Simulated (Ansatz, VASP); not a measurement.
WSe2 in VASP and in Ansatz

INCAR

```
  PREC = Accurate
  ENCUT = 520
  EDIFF = 1E-6
  ISMEAR = 0
  SIGMA = 0.05
  LREAL = False
  LASPH = True
  NELM = 80
  ALGO = Normal
  ISIF = 2
  LWAVE = False
  LCHARG = False
  GGA = PE
  IVDW = 12
  NBANDS = 35
```

KPOINTS

```
regular mesh
0
Gamma
  12 12 2
```

POSCAR

```
WSe2
1.0
    3.2790275604      0.0000000000      0.0000000000
   -1.6395137802      2.8397211670      0.0000000000
    0.0000000000      0.0000000000     12.7886113462
W Se
2 4
Direct
    0.3624749629      0.6879998201      0.2500000000
    0.6666730462      0.3333380035      0.7500000000
    0.3334206914      0.6667306172      0.6182912225
    0.6326518543      0.3084327625      0.1182912225
    0.3334206914      0.6667306172      0.8817087775
    0.6326518543      0.3084327625      0.3817087775
```

Input for Ansatz:

```yaml
crystal:
  lattice:
    - [3.2790275604, 0.0, 0.0]
    - [-1.6395137802, 2.839721167, 0.0]
    - [0.0, 0.0, 12.7886113462]
  atoms:
    - { symbol: W, position: [0.3624749629, 0.6879998201, 0.25] }
    - { symbol: W, position: [0.6666730462, 0.3333380035, 0.75] }
    - { symbol: Se, position: [0.3334206914, 0.6667306172, 0.6182912225] }
    - { symbol: Se, position: [0.6326518543, 0.3084327625, 0.1182912225] }
    - { symbol: Se, position: [0.3334206914, 0.6667306172, 0.8817087775] }
    - { symbol: Se, position: [0.6326518543, 0.3084327625, 0.3817087775] }
basis:
  ecutwfc: 420
kpoints:
  mp_grid: { grid: [12, 12, 2] }
hamiltonian:
  xc: pbe
  dispersion: d3bj
scf:
  occupations: { method: gaussian, width: 0.05 }
output:
  forces: true
  stress: true
  eigenvalues: true
  write_density: true
  write_potential: true
  elf: true
  volumetric_format: npy
```

Change from the starting cell: mode 11 (242.9 1/cm) frozen in, largest displacement -0.100 Å.

Alike in both runs: task single point; functional PBE; dispersion D3(BJ); k mesh 12 × 12 × 2; occupations gaussian, width 0.05 eV; no spin polarisation.

|  | VASP | Ansatz |
| --- | --- | --- |
| version | VASP 6.6.1 | Ansatz 0.2.0 |
| potentials or method | VASP PAW PBE potentials, release 64 (W_sv, Se), cutoff 520 eV | scalar-relativistic, plane waves, PAW |
| valence electrons in the cell | 52 | 92 |

```tsv
	VASP	Ansatz	Ansatz less VASP
gap on the k mesh at the Fermi level (eV)	0.85	0.85	+0.005
least direct gap on the mesh (eV)	1.53	1.53	+0.003
pressure (GPa)	1.2	0.9	-0.32
traceless stress, the component that is largest in VASP (GPa)	-1.76	-1.70	+0.064
rms of the force components (eV/Å)	0.939	0.934	-0.0052
```

Atom by atom the forces differ by 0.023 eV/Å (rms over components). VASP's potentials hold 52 valence electrons a cell and Ansatz's 92, so a difference there can come from the potentials and not from the codes.

Spin-orbit coupling is off throughout.
